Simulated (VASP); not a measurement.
# Ti5C (P6/mmm) in VASP: a series of runs

Ti5C is run at these levels: PBE; tasks: single point.

All numbers are computed with VASP 6.6.1; they aren't measurements. Logs are shortened: lines on timing, memory, paths and dates and some standing lists are left out, and cuts for length are marked.

**1. The cell of the first run**

The structure is hexagonal, space group P6/mmm (No. 191). Conventional cell: a = 4.537 Å, b = 4.537 Å, c = 4.884 Å, α = 90.00°, β = 90.00°, γ = 120.00°. Ti (site symmetry 3m) has 8 Ti at 2.42 to 2.89 Å and 3 C at 2.89 Å within 3.2 Å. Ti (site symmetry 6/mmm) has 2 C at 2.44 Å and 12 Ti at 2.89 Å within 3.2 Å. Within 3.2 Å of C (site symmetry 6/mmm) lie 14 Ti at 2.44 to 2.89 Å.

The cell was built from a structure type or drawn by symmetry, and may not be a known phase.

**2. Single point, PBE**

INCAR

```
PREC = Accurate
ENCUT = 520
EDIFF = 1E-6
ISMEAR = 0
SIGMA = 0.1
LREAL = False
LASPH = True
NELM = 80
ALGO = Normal
ISIF = 2
LWAVE = False
LCHARG = True
GGA = PE
LELF = True
LVHAR = True
NBANDS = 41
```

KPOINTS

```
Automatic mesh
0
Gamma
  6 6 4
```

POSCAR

```
Ti5C
1.0
    4.5373508147      0.0000000032      0.0000000000
   -2.2686754101      3.9294610699      0.0000000000
    0.0000000000      0.0000000000      4.8840564545
Ti C
5 1
Direct
    0.3333333333      0.6666666667      0.7519127481
    0.6666666667      0.3333333333      0.7519127481
    0.6666666667      0.3333333333      0.2480872519
    0.3333333333      0.6666666667      0.2480872519
    0.0000000000      0.0000000000      0.0000000000
    0.0000000000      0.0000000000      0.5000000000
```

Potentials or basis: VASP PAW PBE potentials, release 64 (Ti_sv, C).

The run is started by

```bash
$ cat potpaw_PBE.64/Ti_sv/POTCAR potpaw_PBE.64/C/POTCAR > POTCAR
$ mpirun -np 1 vasp_std > vasp.out
```

OUTCAR:

```text
PREC = Accurate
   ENCUT = 520
   EDIFF = 1E-6
   ISMEAR = 0
   LREAL = False
   LASPH = True
   NELM = 80
   ISIF = 2
   GGA = PE

 ion  position               nearest neighbor table
   1  0.333  0.667  0.752-   4 2.42   4 2.46   2 2.62   2 2.62   2 2.62   5 2.89   5 2.89   5 2.89

   2  0.667  0.333  0.752-   3 2.42   3 2.46   1 2.62   1 2.62   1 2.62   5 2.89   5 2.89   5 2.89

   3  0.667  0.333  0.248-   2 2.42   2 2.46   4 2.62   4 2.62   4 2.62   5 2.89   5 2.89   5 2.89

   4  0.333  0.667  0.248-   1 2.42   1 2.46   3 2.62   3 2.62   3 2.62   5 2.89   5 2.89   5 2.89

   5  0.000  0.000  0.000-   6 2.44   6 2.44   3 2.89   4 2.89   1 2.89   2 2.89   2 2.89   3 2.89
                             1 2.89   4 2.89   2 2.89   3 2.89   1 2.89   4 2.89
   6  0.000  0.000  0.500-   5 2.44   5 2.44

  LATTYP: Found a hexagonal cell.
 ALAT       =     4.5373508147
 C/A-ratio  =     1.0764114687

  Lattice vectors:

 A1 = (   4.5373508147,   0.0000000032,   0.0000000000)
 A2 = (  -2.2686754101,   3.9294610699,   0.0000000000)
 A3 = (   0.0000000000,   0.0000000000,   4.8840564545)

Analysis of symmetry for initial positions (statically):
=====================================================================
 Subroutine PRICEL returns:
 Original cell was already a primitive cell.

 Routine SETGRP: Setting up the symmetry group for a
 hexagonal supercell.

 Subroutine GETGRP returns: Found 24 space group operations
 (whereof 24 operations were pure point group operations)
 out of a pool of 24 trial point group operations.

The static configuration has the point symmetry D_6h.

Analysis of symmetry for dynamics (positions and initial velocities):
=====================================================================
 Subroutine PRICEL returns:
 Original cell was already a primitive cell.

 Routine SETGRP: Setting up the symmetry group for a
 hexagonal supercell.

 Subroutine GETGRP returns: Found 24 space group operations
 (whereof 24 operations were pure point group operations)
 out of a pool of 24 trial point group operations.

The dynamic configuration has the point symmetry D_6h.

 Subroutine INISYM returns: Found 24 space group operations
 (whereof 24 operations are pure point group operations),
 and found     1 'primitive' translations

----------------------------------------------------------------------------------------

                                     Primitive cell

  volume of cell :      87.0795

  direct lattice vectors                    reciprocal lattice vectors
     4.537350815  0.000000003  0.000000000     0.220392921  0.127243912  0.000000000
    -2.268675410  3.929461070  0.000000000    -0.000000000  0.254487825  0.000000000
     0.000000000  0.000000000  4.884056454     0.000000000  0.000000000  0.204747838

  length of vectors
     4.537350815  4.537350815  4.884056454     0.254487825  0.254487825  0.204747838

  position of ions in fractional coordinates (direct lattice)
     0.333333333  0.666666667  0.751912748
     0.666666667  0.333333333  0.751912748
     0.666666667  0.333333333  0.248087252
     0.333333333  0.666666667  0.248087252
     0.000000000  0.000000000  0.000000000
     0.000000000  0.000000000  0.500000000

  ion indices of the primitive-cell ions
   primitive index   ion index
                 1           1
                 2           2
                 3           3
                 4           4
                 5           5
                 6           6

----------------------------------------------------------------------------------------

 KPOINTS: Automatic mesh

Automatic generation of k-mesh.
 Grid dimensions read from file:
 generate k-points for:    6    6    4

 Generating k-lattice:

  Cartesian coordinates                     Fractional coordinates (reciprocal lattice)
     0.036732153  0.021207319  0.000000000     0.166666667  0.000000000  0.000000000
    -0.000000000  0.042414637  0.000000000    -0.000000000  0.166666667  0.000000000
     0.000000000  0.000000000  0.051186960     0.000000000  0.000000000  0.250000000

  Length of vectors
     0.042414637  0.042414637  0.051186960

  Shift w.r.t. Gamma in fractional coordinates (k-lattice)
     0.000000000  0.000000000  0.000000000

 Subroutine IBZKPT returns following result:
 ===========================================

 Found     21 irreducible k-points:

 Following reciprocal coordinates:
            Coordinates               Weight
  0.000000  0.000000  0.000000      1.000000
  0.166667  0.000000  0.000000      6.000000
  0.333333  0.000000  0.000000      6.000000
  0.500000 -0.000000  0.000000      3.000000
  0.166667  0.166667  0.000000      6.000000
  0.333333  0.166667  0.000000     12.000000
[... 13 lines left out ...]
  0.333333  0.166667  0.500000     12.000000
  0.333333  0.333333  0.500000      2.000000
   k-points           NKPTS =     21   k-points in BZ     NKDIM =     21   number of bands    NBANDS=     41
   number of dos      NEDOS =    301   number of ions     NIONS =      6
   total plane-waves  NPLWV =  46656
   dimension x,y,z NGX =    36 NGY =   36 NGZ =   36
   dimension x,y,z NGXF=    72 NGYF=   72 NGZF=   72
   ions per type =               5   1
   NGX,Y,Z   is equivalent  to a cutoff of  13.19, 13.19, 12.25 a.u.
   NGXF,Y,Z  is equivalent  to a cutoff of  26.38, 26.38, 24.51 a.u.
 SYSTEM =  unknown system
   PREC   = accura    normal or accurate (medium, high low for compatibility)
   ISTART =      0    job   : 0-new  1-cont  2-samecut
   ICHARG =      2    charge: 1-file 2-atom 10-const
   ISPIN  =      1    spin polarized calculation?
   LNONCOLLINEAR =      F non collinear calculations
   LSORBIT =      F    spin-orbit coupling
   LASPH  =      T    aspherical Exc in radial PAW
   ENCUT  =  520.0 eV  38.22 Ry    6.18 a.u.   8.44  8.44  9.08*2*pi/ulx,y,z
   NELM   =     80;   NELMIN=  2; NELMDL= -5     # of ELM steps
   EDIFF  = 0.1E-05   stopping-criterion for ELM
   LREAL  =      F    real-space projection
   EDIFFG = 0.1E-04   stopping-criterion for IOM
   NSW    =      0    number of steps for IOM
   IBRION =     -1    ionic relax: 0-MD 1-quasi-New 2-CG
   NFREE  =      0    steps in history (QN), initial steepest desc. (CG)
   ISIF   =      2    stress and relaxation
   ISYM   =      2    0-nonsym 1-usesym 2-fastsym
   POTIM  = 0.5000    time-step for ionic-motion
   TEBEG  =    0.0;   TEEND  =   0.0 temperature during run
   PSTRESS=    0.0 pullay stress
   NELECT =      64.0000    total number of electrons
   NUPDOWN=      -1.0000    fix difference up-down
   EMIN   =  10.00;   EMAX   =-10.00  energy-range for DOS
   EFERMI =   0.00;   METHOD = LEGACY
   ISMEAR =     0;   SIGMA  =   0.10  broadening in eV -4-tet -1-fermi 0-gaus
   EFERMI_NEDOS =   21; number of points for ismear=-14 and -15
   IALGO  =     38    algorithm
   IMIX   =      4    mixing-type and parameters
     AMIX     =   0.40;   BMIX     =  1.00
     AMIX_MAG =   1.60;   BMIX_MAG =  1.00
  volume/ion in A,a.u.               =      14.51        97.94
  Fermi-wavevector in a.u.,A,eV,Ry     =   1.477393  2.791869 29.697316  2.182691
  Thomas-Fermi vector in A             =   2.591803
   LORBIT       =      0    0 simple, 1 ext, 2 COOP (PROOUT), +10 PAW based schemes
   GGA     = PE    functional components
   LHFCALC =     F    Hartree Fock is set to
   AEXX    =    0.0000 exact exchange contribution
   IVDW    =     0    specifies the selected vdW correction
   LEPSILON=     F    determine dielectric tensor
   LRPA    =     F    only Hartree local field effects (RPA)
 non-spin polarized calculation
 Gauss-broadening in eV      SIGMA  =   0.10
  energy-cutoff  :      520.00
  volume of cell :       87.08
 maximum number of plane-waves:      2370
 NGX is ok and might be reduce to    36
   NGX = 17   NGY = 17   NGZ = 19

 number of electron      64.0000023 magnetization

 Free energy of the ion-electron system (eV)
  ---------------------------------------------------
  ext. energy  EPLUGINS =         0.00000000
  ---------------------------------------------------
  free energy    TOTEN  =       -44.84481278 eV

  energy without entropy =      -44.81387664  energy(sigma->0) =      -44.82934471

 E-fermi :   8.8390     XC(G=0): -11.9126

 val. band max:        8.8083015646   @ k =   0.3333   0.0000   0.2500
 cond. band min:       8.8447735705   @ k =   0.5000  -0.0000   0.5000
 fundamental gap:      0.0364720059
 Fermi energy:         8.8390158363

 k-point     1 :       0.0000    0.0000    0.0000
  band No.  band energies     occupation
      1     -47.6640      2.00000
      2     -47.5292      2.00000
      3     -47.3944      2.00000
      4     -47.3244      2.00000
      5     -47.1347      2.00000
      6     -24.5846      2.00000
[... 33 lines left out ...]
     40      11.1987      0.00000
     41      11.2528      0.00000

 k-point     2 :       0.1667    0.0000    0.0000
  band No.  band energies     occupation
      1     -47.6504      2.00000
      2     -47.5311      2.00000
      3     -47.4066      2.00000
      4     -47.3134      2.00000
      5     -47.1461      2.00000
      6     -24.5806      2.00000
[... 33 lines left out ...]
     40      11.4367      0.00000
     41      11.5337      0.00000

 k-point     3 :       0.3333    0.0000    0.0000
  band No.  band energies     occupation
      1     -47.6185      2.00000
      2     -47.5332      2.00000
      3     -47.4373      2.00000
      4     -47.2848      2.00000
      5     -47.1753      2.00000
      6     -24.5646      2.00000
[... 33 lines left out ...]
     40      11.6089      0.00000
     41      11.6469      0.00000

 k-point     4 :       0.5000   -0.0000    0.0000
  band No.  band energies     occupation
      1     -47.5991      2.00000
      2     -47.5311      2.00000
      3     -47.4592      2.00000
      4     -47.2618      2.00000
      5     -47.1986      2.00000
      6     -24.5489      2.00000
[... 693 lines left out ...]
     40      11.0571      0.00000
     41      11.2806      0.00000

 k-point    20 :       0.3333    0.1667    0.5000
  band No.  band energies     occupation
      1     -47.5978      2.00000
      2     -47.4043      2.00000
      3     -47.3907      2.00000
      4     -47.3400      2.00000
      5     -47.3251      2.00000
      6     -24.1499      2.00000
[... 33 lines left out ...]
     40      11.0861      0.00000
     41      11.3393      0.00000

 k-point    21 :       0.3333    0.3333    0.5000
  band No.  band energies     occupation
      1     -47.5953      2.00000
      2     -47.3735      2.00000
      3     -47.3735      2.00000
      4     -47.3580      2.00000
      5     -47.3580      2.00000
      6     -24.1521      2.00000
[... 33 lines left out ...]
     40      10.9277      0.00000
     41      11.6043      0.00000

------------------------ aborting loop because EDIFF is reached ----------------------------------------

  FORCE on cell =-STRESS in cart. coord.  units (eV):
  Direction    XX          YY          ZZ          XY          YZ          ZX
  --------------------------------------------------------------------------------------
  -------------------------------------------------------------------------------------
  Total       -0.0010279     -0.0010279     -0.0513459     -0.0000000     -0.0000000      0.0000000
  in kB       -0.0189123     -0.0189123     -0.9447137     -0.0000000     -0.0000000      0.0000000
  external PRESSURE =      -0.3275127 kB  Pullay stress =       0.0000000 kB

 VOLUME and BASIS-vectors are now :
 -----------------------------------------------------------------------------
  energy-cutoff  :      520.00
  volume of cell :       87.08
      direct lattice vectors                 reciprocal lattice vectors
     4.537350815  0.000000003  0.000000000     0.220392921  0.127243912  0.000000000
    -2.268675410  3.929461070  0.000000000    -0.000000000  0.254487825  0.000000000
     0.000000000  0.000000000  4.884056454     0.000000000  0.000000000  0.204747838

 POSITION                                       TOTAL-FORCE (eV/Angst)
 -----------------------------------------------------------------------------------
     -0.00000      2.61964      3.67238         0.000000     -0.000000      0.007924
      2.26868      1.30982      3.67238         0.000000      0.000000      0.007924
      2.26868      1.30982      1.21167         0.000000      0.000000     -0.007924
     -0.00000      2.61964      1.21167        -0.000000     -0.000000     -0.007924
      0.00000      0.00000      0.00000         0.000000     -0.000000      0.000000
      0.00000      0.00000      2.44203         0.000000     -0.000000      0.000000
 -----------------------------------------------------------------------------------
    total drift:                                0.000000      0.000000      0.000000

  FREE ENERGIE OF THE ION-ELECTRON SYSTEM (eV)
  ---------------------------------------------------
  free  energy   TOTEN  =       -44.8448127751 eV

  energy  without entropy=      -44.8138766418  energy(sigma->0) =      -44.82934471
```

Run time: 46 s. Hardware: 1 thread of Intel Xeon 6975P-C (Granite Rapids), shared host; peak memory 0.22 GiB.

What came out:

```yaml
Free_energy: -44.8448 eV
Pressure: 0.0 GPa
Largest_force: 0.008 eV/Å
Band_gap_on_the_k_mesh: zero (bands 32 and 33 overlap by 0.73 eV)
```

Forces on the atoms (eV/Å):
```
Ti   0.000  0.000  0.008
Ti   0.000  0.000  0.008
Ti   0.000  0.000 -0.008
Ti   0.000  0.000 -0.008
Ti   0.000  0.000  0.000
C    0.000  0.000  0.000
```

**3. Single point, PBE**

This run uses another cell than the first one, of 15.36 Å³/atom.

INCAR

```
SYSTEM = Ti5C
  ALGO = Normal
  EDIFF = 1E-7
  ENCUT = 520
  GGA = PE
  ISIF = 2
  ISMEAR = 0
  LASPH = .TRUE.
  LCHARG = .FALSE.
  LREAL = .FALSE.
  LWAVE = .FALSE.
  NBANDS = 41
  NELM = 80
  PREC = Accurate
  SIGMA = 0.1
```

KPOINTS

```
k-points
0
G
  6 6 4
  0 0 0
```

POSCAR

```
Ti5C
1.0
    4.1199381100      0.0000000000      0.0000000000
   -2.0599690600      3.5679710700      0.0000000000
    0.0000000000      0.0000000000      6.2710490600
Ti C
5 1
Direct
    0.3333333300      0.6666666700      0.7382528200
    0.6666666700      0.3333333300      0.7382528200
    0.6666666700      0.3333333300      0.2617471800
    0.3333333300      0.6666666700      0.2617471800
    0.0000000000      0.0000000000      0.0000000000
    0.0000000000      0.0000000000      0.5000000000
```

Potentials or basis: VASP PAW PBE potentials, release 64 (Ti_sv, C).

The run is started by

```bash
$ cat potpaw_PBE.64/Ti_sv/POTCAR potpaw_PBE.64/C/POTCAR > POTCAR
$ mpirun -np 1 vasp_std > vasp.out
```

Wall time 51 s (1 thread of Intel Xeon 6975P-C (Granite Rapids), shared host); peak memory 0.23 GiB.

Results (log left out):

```
Free energy            : -43.1259 eV
Pressure               : -5.4 GPa
Largest force          : 0.092 eV/Å
Band gap on the k mesh : zero (bands 32 and 33 overlap by 0.65 eV)
```

Forces on the atoms (eV/Å):
```
Ti   0.000  0.000 -0.092
Ti   0.000  0.000 -0.092
Ti   0.000  0.000  0.092
Ti   0.000  0.000  0.092
Ti   0.000  0.000  0.000
C    0.000  0.000  0.000
```

Stress tensor (GPa, compression positive):
```
  3.76   0.00   0.00
  0.00   3.76   0.00
  0.00   0.00 -23.68
```

Levels at points of the mesh, in eV from the Fermi level:
| k point | band 29 | band 30 | band 31 | band 32 | band 33 | band 34 | band 35 | band 36 |
| --- | --- | --- | --- | --- | --- | --- | --- | --- |
| (0.00, 0.00, 0.00) | -0.96 | -0.96 | 0.54 | 0.54 | 0.89 | 0.89 | 1.00 | 1.00 |
| (0.50, 0.00, 0.00) | -1.04 | -0.86 | -0.18 | -0.17 | 0.06 | 0.07 | 0.50 | 0.83 |
| (0.00, 0.00, 0.50) | -0.48 | -0.48 | -0.13 | -0.13 | 0.13 | 0.13 | 0.25 | 1.13 |
| (0.50, 0.00, 0.50) | -0.88 | -0.73 | -0.64 | -0.46 | 0.08 | 0.22 | 0.73 | 0.86 |

Caveat: the cell stands under tension.

**4. Single point, PBE**

INCAR

```
ALGO = Normal
EDIFF = 1E-7
ENCUT = 520
GGA = PE
ISIF = 2
ISMEAR = 0
LASPH = T
LCHARG = F
LREAL = F
LWAVE = F
NBANDS = 41
NELM = 80
PREC = Accurate
SIGMA = 0.1
```

KPOINTS

```
k-points
0
Gamma
  12 12 8
```

POSCAR

```
Ti5C
1.0
    4.5169317695      0.0000000000      0.0000000000
   -2.2584658848      3.9117776596      0.0000000000
    0.0000000000      0.0000000000      4.9235053707
Ti C
5 1
Direct
    0.3333333333      0.6666666667      0.7504027416
    0.6666666667      0.3333333333      0.7504027416
    0.6666666667      0.3333333333      0.2495972584
    0.3333333333      0.6666666667      0.2495972584
    0.0000000000      0.0000000000      0.0000000000
    0.0000000000      0.0000000000      0.5000000000
```

The run is started by

```bash
$ cat potpaw_PBE.64/Ti_sv/POTCAR potpaw_PBE.64/C/POTCAR > POTCAR
$ mpirun -np 1 vasp_std > vasp.out
```

It took 3.3 min on 1 thread of Intel Xeon 6975P-C (Granite Rapids), shared host; peak memory 0.39 GiB.

Results (log left out):

| Property | Result |
| --- | --- |
| Free energy | -44.8238 eV |
| Pressure | -0.1 GPa |
| Largest force | 0.011 eV/Å |
| Band gap on the k mesh | zero (bands 32 and 33 overlap by 0.66 eV) |

Forces in eV/Å, atoms in the order of the input:
```
Ti   0.000  0.000  0.011
Ti   0.000  0.000  0.011
Ti   0.000  0.000 -0.011
Ti   0.000  0.000 -0.011
Ti   0.000  0.000  0.000
C    0.000  0.000  0.000
```

Stress tensor (GPa, compression positive):
```
-0.17  0.00  0.00
 0.00 -0.17  0.00
 0.00  0.00 -0.06
```

Levels at points of the mesh, in eV from the Fermi level:
| k point | band 28 | band 29 | band 30 | band 31 | band 32 | band 33 | band 34 | band 35 | band 36 | band 37 |
| --- | --- | --- | --- | --- | --- | --- | --- | --- | --- | --- |
| (0.00, 0.00, 0.00) | -1.24 | -0.61 | -0.44 | -0.44 | -0.07 | -0.07 | 0.35 | 0.35 | 1.72 | 1.72 |
| (0.50, 0.00, 0.00) | -1.24 | -0.86 | -0.71 | -0.70 | -0.16 | -0.14 | 0.01 | 0.65 | 1.26 | 1.75 |
| (0.00, 0.00, 0.50) | -0.51 | -0.51 | -0.10 | -0.10 | -0.02 | 0.41 | 1.20 | 1.27 | 1.27 | 1.45 |
| (0.50, 0.00, 0.50) | -0.94 | -0.85 | -0.66 | 0.03 | 0.15 | 0.16 | 0.73 | 0.77 | 1.46 | 1.54 |

**5. Overview**

| cell | k mesh | gap on the mesh (eV) | pressure (GPa) | largest force (eV/Å) |
| --- | --- | --- | --- | --- |
| a = 4.537, b = 4.537, c = 4.884 Å, angles 90.0, 90.0, 120.0°, 6 atoms, atomic positions A | 6 × 6 × 4 | none | 0.0 | 0.01 |
| a = 4.120, b = 4.120, c = 6.271 Å, angles 90.0, 90.0, 120.0°, 6 atoms, atomic positions B | 6 × 6 × 4 | none | -5.4 | 0.09 |
| a = 4.517, b = 4.517, c = 4.924 Å, angles 90.0, 90.0, 120.0°, 6 atoms, atomic positions A | 12 × 12 × 8 | none | -0.1 | 0.01 |

Alike in all rows: task single point; level PBE; potentials or basis VASP PAW PBE potentials, release 64 (Ti_sv, C); no spin polarisation; cutoff (eV) 520; smearing gaussian 0.1 eV.

Caveats: the cell stands under tension (at least some runs).

Total energies depend on the potentials used, so only differences within one code and one set of settings carry meaning.
